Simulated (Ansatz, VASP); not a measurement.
Two plane-wave programs on AlH6

File INCAR:

```
SYSTEM = AlH6
ALGO = Normal ; EDIFF = 1E-6
ENCUT = 520 ; GGA = PE
ISIF = 2 ; ISMEAR = 0
LASPH = .True. ; LCHARG = .False.
LREAL = .False. ; LWAVE = .False.
NBANDS = 14 ; NELM = 80
PREC = Accurate ; SIGMA = 0.1
```

The input KPOINTS:

```
k-points
0
Gamma
  6 6 4
  0 0 0
```

File POSCAR:

```
AlH6
1.0
    4.0060451700      0.0000000000      0.0000000000
   -2.0030225900      3.4693368900      0.0000000000
    0.0000000000      0.0000000000      3.7787190300
Al H
1 6
Direct
    0.0000000000      0.0000000000      0.4418860200
    0.4296435700      0.5703564300      0.3797126200
    0.4296435700      0.8592871300      0.3797126200
    0.1407128700      0.5703564300      0.3797126200
    0.0000000000      0.0000000000      0.7815209300
    0.3333333300      0.6666666700      0.8594320100
    0.3333333300      0.6666666700      0.1433413800
```

Input for Ansatz:

```yaml
crystal:
  lattice:
    - [4.00604517, 0.0, 0.0]
    - [-2.00302259, 3.46933689, 0.0]
    - [0.0, 0.0, 3.77871903]
  atoms:
    - { symbol: Al, position: [0.0, 0.0, 0.44188602] }
    - { symbol: H, position: [0.42964357, 0.57035643, 0.37971262] }
    - { symbol: H, position: [0.42964357, 0.85928713, 0.37971262] }
    - { symbol: H, position: [0.14071287, 0.57035643, 0.37971262] }
    - { symbol: H, position: [0.0, 0.0, 0.78152093] }
    - { symbol: H, position: [0.33333333, 0.66666667, 0.85943201] }
    - { symbol: H, position: [0.33333333, 0.66666667, 0.14334138] }
basis:
  ecutwfc: 420
kpoints:
  mp_grid: { grid: [6, 6, 4] }
hamiltonian:
  xc: pbe
scf:
  occupations: { method: gaussian, width: 0.1 }
  lower_state_search: "off"
output:
  forces: true
  stress: true
  eigenvalues: true
```

Alike in both runs: task single point; functional PBE; k mesh 6 × 6 × 4; occupations gaussian, width 0.1 eV; no spin polarisation.

|  | VASP | Ansatz |
| --- | --- | --- |
| version | VASP 6.6.1 | Ansatz 0.2.0 |
| potentials or method | VASP PAW PBE potentials, release 64 (Al, H), cutoff 520 eV | scalar-relativistic, plane waves, PAW |
| valence electrons in the cell | 9 | 9 |

|  | VASP | Ansatz | Ansatz less VASP |
| --- | --- | --- | --- |
| gap on the k mesh at the Fermi level (eV) | none | none | - |
| pressure (GPa) | 12.5 | 12.7 | +0.27 |
| traceless stress, the component that is largest in VASP (GPa) | 21.01 | 21.08 | +0.076 |
| rms of the force components (eV/Å) | 3.047 | 3.055 | +0.0085 |

Atom by atom the forces differ by 0.010 eV/Å (rms over components). A gap of «none» marks a metal or a gap that the smearing closes.

The k mesh is coarse, so the values compare programs but aren't converged.
